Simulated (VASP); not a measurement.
## PtS2: single point with PBE

Crystal: PtS2.

```
Pt S
1.0
     3.55262    0.00000    0.00000
    -1.77631    3.07666    0.00000
     0.00000    0.00000    5.12283
Pt S
1 2
Direct
  0.00000 0.00000 0.00000
  0.33333 0.66667 0.23925
  0.66667 0.33333 0.76075
```

| Property | Result |
| --- | --- |
| Program | VASP 6.6.1 |
| Task | single point |
| Functional | PBE |
| Potentials or basis | VASP PAW PBE potentials, release 64 (Pt, S) |
| Cutoff | 500 eV |
| k mesh | 6 × 6 × 4 |
| Occupations | gaussian, width 0.01 eV |
| Spin | no spin polarisation |

```json
{
 "Pressure": "3.2 GPa",
 "Largest force": "0.026 eV/Å",
 "Band gap on the k mesh": "0.85 eV, indirect (least direct gap 1.42 eV)"
}
```

Forces in eV/Å, atoms in the order of the input:
```
Pt   0.000  0.000  0.000
S    0.000  0.000  0.026
S    0.000  0.000 -0.026
```

Stress tensor (GPa, compression positive):
```
3.64 0.00 0.00
0.00 3.64 0.00
0.00 0.00 2.36
```

Levels at points of the mesh, in eV from the valence-band top:
| k point | band 8 | band 9 | band 10 | band 11 | band 12 | band 13 | band 14 | band 15 |
| --- | --- | --- | --- | --- | --- | --- | --- | --- |
| (0.00, 0.00, 0.00) | -1.95 | -1.01 | -1.01 | 0.00 | 2.14 | 2.14 | 4.79 | 5.45 |
| (0.50, 0.00, 0.00) | -3.07 | -2.99 | -2.90 | -2.38 | 1.58 | 2.59 | 5.46 | 6.49 |
| (0.00, 0.00, 0.50) | -2.55 | -1.24 | -1.24 | -1.08 | 2.66 | 2.66 | 5.59 | 7.10 |
| (0.50, 0.00, 0.50) | -3.00 | -2.68 | -2.63 | -1.40 | 1.78 | 2.25 | 5.10 | 5.51 |

Wall time 12 s on 1 thread of Intel(R) Xeon(R) 6975P-C (Granite Rapids), with other jobs on the host, peak memory 0.18 GiB.

Caveat: spin-orbit coupling is left out, which moves the levels of the heavy elements. A k mesh can miss the band edges.
